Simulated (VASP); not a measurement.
# NaH (P6_3/mmc) in VASP: settings compared, part 2 of 2

VASP 6.6.1. Earlier steps stand in the parts before.

## Step 3: Vibrations by perturbation theory, PBEsol

The input, INCAR:

```
SYSTEM = NaH
  ALGO = Normal
  EDIFF = 1E-8
  ENCUT = 520
  GGA = PS
  IBRION = 8
  ISIF = 2
  ISMEAR = 0
  LASPH = .True.
  LCHARG = .False.
  LEPSILON = .True.
  LREAL = .False.
  LWAVE = .False.
  NBANDS = 16
  NELM = 60
  NSW = 1
  PREC = Accurate
  SIGMA = 0.01
```

The input, KPOINTS:

```
k-points
0
Gamma
  9 9 4
  0 0 0
```

The input, POSCAR:

```
NaH
1.0
    3.3141997651      0.0000000000      0.0000000000
   -1.6570998826      2.8701811897      0.0000000000
    0.0000000000      0.0000000000      5.8423973538
Na H
2 2
Direct
    0.0000000000      0.0000000000      0.0000000000
    0.0000000000      0.0000000000      0.5000000000
    0.3333333333      0.6666666667      0.2500000000
    0.6666666667      0.3333333333      0.7500000000
```

Potentials or basis: VASP PAW PBE potentials, release 64 (Na_pv, H).

On the command line:

```sh
cat potpaw_PBE.64/Na_pv/POTCAR potpaw_PBE.64/H/POTCAR > POTCAR
mpirun -np 1 vasp_std > vasp.out
```

OUTCAR:

```text
SYSTEM = NaH
   EDIFF = 1E-8
   ENCUT = 520
   GGA = PS
   IBRION = 8
   ISIF = 2
   ISMEAR = 0
   LASPH = .True.
   LEPSILON = .True.
   LREAL = .False.
   NELM = 60
   NSW = 1
   PREC = Accurate

 ion  position               nearest neighbor table
   1  0.000  0.000  0.000-
   2  0.000  0.000  0.500-
   3  0.333  0.667  0.250-
   4  0.667  0.333  0.750-

  LATTYP: Found a hexagonal cell.
 ALAT       =     3.3141997651
 C/A-ratio  =     1.7628380206

  Lattice vectors:

 A1 = (   3.3141997651,   0.0000000000,   0.0000000000)
 A2 = (  -1.6570998826,   2.8701811897,   0.0000000000)
 A3 = (   0.0000000000,   0.0000000000,   5.8423973538)

Analysis of symmetry for initial positions (statically):
=====================================================================
 Subroutine PRICEL returns:
 Original cell was already a primitive cell.

 Routine SETGRP: Setting up the symmetry group for a
 hexagonal supercell.

 Subroutine GETGRP returns: Found 24 space group operations
 (whereof 12 operations were pure point group operations)
 out of a pool of 24 trial point group operations.

The static configuration has the point symmetry D_3d.
 The point group associated with its full space group is D_6h.

Analysis of symmetry for dynamics (positions and initial velocities):
=====================================================================
 Subroutine PRICEL returns:
 Original cell was already a primitive cell.

 Routine SETGRP: Setting up the symmetry group for a
 hexagonal supercell.

 Subroutine GETGRP returns: Found 24 space group operations
 (whereof 12 operations were pure point group operations)
 out of a pool of 24 trial point group operations.

The dynamic configuration has the point symmetry D_3d.
 The point group associated with its full space group is D_6h.

 Subroutine INISYM returns: Found 24 space group operations
 (whereof 12 operations are pure point group operations),
 and found     1 'primitive' translations

----------------------------------------------------------------------------------------

                                     Primitive cell

  volume of cell :      55.5750

  direct lattice vectors                    reciprocal lattice vectors
[... 689 lines left out ...]
     0.00000  0.00049 -0.00000
    -0.00000 -0.00000 -0.00030

 MACROSCOPIC STATIC DIELECTRIC TENSOR (including local field effects in DFT)
 ------------------------------------------------------
           3.235071    -0.000000     0.000000
          -0.000000     3.235071     0.000000
           0.000000    -0.000000     3.262639
 ------------------------------------------------------

 PIEZOELECTRIC TENSOR (including local field effects)  for field in x, y, z        (e  Angst)
          XX          YY          ZZ          XY          YZ          ZX
  --------------------------------------------------------------------------------
  x     0.00000     0.00000     0.00000     0.00000     0.00000     0.00000
  y     0.00000     0.00000     0.00000     0.00000     0.00000     0.00000
  z     0.00000     0.00000     0.00000     0.00000     0.00000     0.00000

 PIEZOELECTRIC TENSOR (including local field effects)  for field in x, y, z        (C/m^2)
          XX          YY          ZZ          XY          YZ          ZX
  --------------------------------------------------------------------------------
  x     0.00000     0.00000     0.00000     0.00000     0.00000     0.00000
  y     0.00000     0.00000     0.00000     0.00000     0.00000     0.00000
  z     0.00000     0.00000     0.00000     0.00000     0.00000     0.00000

 BORN EFFECTIVE CHARGES (including local field effects) (in |e|, cummulative output)
 ---------------------------------------------------------------------------------
 ion    1
    1     0.95559    -0.00000     0.00000
    2    -0.00000     0.95559    -0.00000
    3     0.00000    -0.00000     0.96659
 ion    2
    1     0.95559    -0.00000     0.00000
    2    -0.00000     0.95559     0.00000
    3     0.00000     0.00000     0.96659
 ion    3
    1    -0.95559     0.00000     0.00000
    2     0.00000    -0.95559     0.00000
    3    -0.00000     0.00000    -0.96659
 ion    4
    1    -0.95559     0.00000     0.00000
    2     0.00000    -0.95559     0.00000
    3     0.00000    -0.00000    -0.96659

 INTERNAL STRAIN TENSOR FOR ION    4 for displacements in x,y,z  (eV/Angst):
          X           Y           Z          XY          YZ          ZX
  --------------------------------------------------------------------------------
  x     0.00000    -0.00000     0.00000    -0.24867     0.00000     0.00000
  y    -0.24867     0.24867    -0.00000    -0.00000     0.00000     0.00000
  z     0.00000     0.00000     0.00000     0.00000    -0.00000     0.00000

 SECOND DERIVATIVES (NOT SYMMETRIZED)
 ------------------------------------
               1X          1Y          1Z          2X          2Y          2Z          3X          3Y          3Z          4X          4Y          4Z
  1X    -0.691102    0.000000    0.000000   -0.210544    0.000000    0.000000    0.450823   -0.000000    0.000000    0.450823   -0.000000    0.000000
  1Y     0.000000   -0.691102    0.000000    0.000000   -0.210544    0.000000   -0.000000    0.450823    0.000000   -0.000000    0.450823    0.000000
  1Z     0.000000    0.000000   -3.609604    0.000000   -0.000000    2.574457   -0.000000   -0.000000    0.517574    0.000000   -0.000000    0.517574
  2X    -0.210544    0.000000    0.000000   -0.691102    0.000000    0.000000    0.450823   -0.000000    0.000000    0.450823   -0.000000    0.000000
  2Y     0.000000   -0.210544    0.000000    0.000000   -0.691102    0.000000   -0.000000    0.450823    0.000000   -0.000000    0.450823    0.000000
  2Z    -0.000000    0.000000    2.574457    0.000000   -0.000000   -3.609604   -0.000000    0.000000    0.517574    0.000000   -0.000000    0.517574
  3X     0.443965   -0.000000    0.000000    0.443965   -0.000000    0.000000   -1.001601    0.000000    0.000000    0.113671   -0.000000    0.000000
  3Y    -0.000000    0.443965   -0.000000   -0.000000    0.443965    0.000000    0.000000   -1.001601    0.000000   -0.000000    0.113671    0.000000
  3Z     0.000000   -0.000000    0.501973   -0.000000    0.000000    0.501973    0.000000   -0.000000   -1.945926    0.000000    0.000000    0.941979
  4X     0.443965   -0.000000    0.000000    0.443965   -0.000000    0.000000    0.113671   -0.000000    0.000000   -1.001601    0.000000    0.000000
  4Y    -0.000000    0.443965   -0.000000   -0.000000    0.443965    0.000000   -0.000000    0.113671    0.000000    0.000000   -1.001601    0.000000
  4Z     0.000000   -0.000000    0.501973   -0.000000    0.000000    0.501973    0.000000    0.000000    0.941979    0.000000   -0.000000   -1.945926

 Eigenvectors and eigenvalues of the dynamical matrix
 ----------------------------------------------------

   1 f  =   26.566978 THz   166.925243 2PiTHz  886.178983 cm-1   109.872141 meV
             X         Y         Z           dx          dy          dz
      0.000000  0.000000  0.000000     0.000000    0.000000    0.000000
      0.000000  0.000000  2.921199     0.000000    0.000000    0.000000
     -0.000000  1.913454  1.460599     0.000000    0.000000   -0.707107
      1.657100  0.956727  4.381798    -0.000000   -0.000000    0.707107
[... 71 lines left out ...]
  12 f/i=    0.049663 THz     0.312042 2PiTHz    1.656580 cm-1     0.205390 meV
             X         Y         Z           dx          dy          dz
      0.000000  0.000000  0.000000    -0.000000    0.000000   -0.691761
      0.000000  0.000000  2.921199    -0.000000    0.000000   -0.691761
     -0.000000  1.913454  1.460599    -0.000000    0.000000   -0.146514
      1.657100  0.956727  4.381798    -0.000000    0.000000   -0.146514

--------------------------------------------------------------------------------------------------------

 MACROSCOPIC STATIC DIELECTRIC TENSOR IONIC CONTRIBUTION
 ------------------------------------------------------
           6.645520    -0.000000     0.000000
          -0.000000     6.645520    -0.000000
           0.000000    -0.000000     5.966802
 ------------------------------------------------------

 ELASTIC MODULI CONTR FROM IONIC RELAXATION (kBar)
 Direction    XX          YY          ZZ          XY          YZ          ZX
 --------------------------------------------------------------------------------
 XX          -3.1969      3.1969     -0.0000      0.0000      0.0000     -0.0000
 YY           3.1969     -3.1969      0.0000      0.0000     -0.0000      0.0000
 ZZ          -0.0000      0.0000     -0.0000      0.0000      0.0000     -0.0000
 XY           0.0000      0.0000      0.0000     -3.1969     -0.0000      0.0000
 YZ           0.0000     -0.0000      0.0000     -0.0000     -0.0000      0.0000
 ZX          -0.0000      0.0000     -0.0000      0.0000      0.0000     -0.0000
 --------------------------------------------------------------------------------

 PIEZOELECTRIC TENSOR IONIC CONTR  for field in x, y, z        (C/m^2)
          XX          YY          ZZ          XY          YZ          ZX
  --------------------------------------------------------------------------------
  x    -0.00000     0.00000    -0.00000    -0.00000    -0.00000     0.00000
  y    -0.00000     0.00000    -0.00000     0.00000    -0.00000     0.00000
  z    -0.00000     0.00000    -0.00000     0.00000     0.00000    -0.00000
```

stdout:

```text
POSCAR found type information on POSCAR NaH
 POSCAR found :  2 types and       4 ions
 scaLAPACK will be used
 -----------------------------------------------------------------------------
|                                                                             |
|                                                                             |
[... 47 lines left out ...]
 first order change of Fermi-energy  -0.83868E+00
 force on displaced ion       3 direction 1 :  -1.002  -0.000   0.000
 Born effective charge ion    3 direction 1 :  -0.955   0.000   0.000
 Linear response progress:
 first order change of Fermi-energy   0.73199E-04
 force on displaced ion       3 direction 3 :  -0.000  -0.000  -1.946
 Born effective charge ion    3 direction 3 :   0.000  -0.000  -0.968
 Born effective charges drift removed
 Linear response finished
```

Run time: 5.9 min. Hardware: 1 thread of Intel Xeon 6975P-C (Granite Rapids), shared host; peak memory 0.37 GiB.

Results:

* Electronic dielectric tensor (diagonal): 3.24, 3.24, 3.26
* Born charges (mean of the diagonal): Na +0.96; H -0.96 e
* Highest phonon frequency at Γ: 886 cm⁻¹

Phonon frequencies in cm⁻¹ (negative: imaginary):
| q point | frequencies |
| --- | --- |
| (0.000, 0.000, 0.000) | -2 -1 -1 75 75 270 502 502 534 551 551 886 |

Electronic dielectric tensor:
```
3.24 0.00 0.00
0.00 3.24 0.00
0.00 0.00 3.26
```

Born effective charge tensors (e):
atom 1, Na
```
0.96 0.00 0.00
0.00 0.96 0.00
0.00 0.00 0.97
```
atom 2, Na
```
0.96 0.00 0.00
0.00 0.96 0.00
0.00 0.00 0.97
```
atom 3, H
```
-0.96  0.00  0.00
 0.00 -0.96  0.00
 0.00  0.00 -0.97
```
atom 4, H
```
-0.96  0.00  0.00
 0.00 -0.96  0.00
 0.00  0.00 -0.97
```
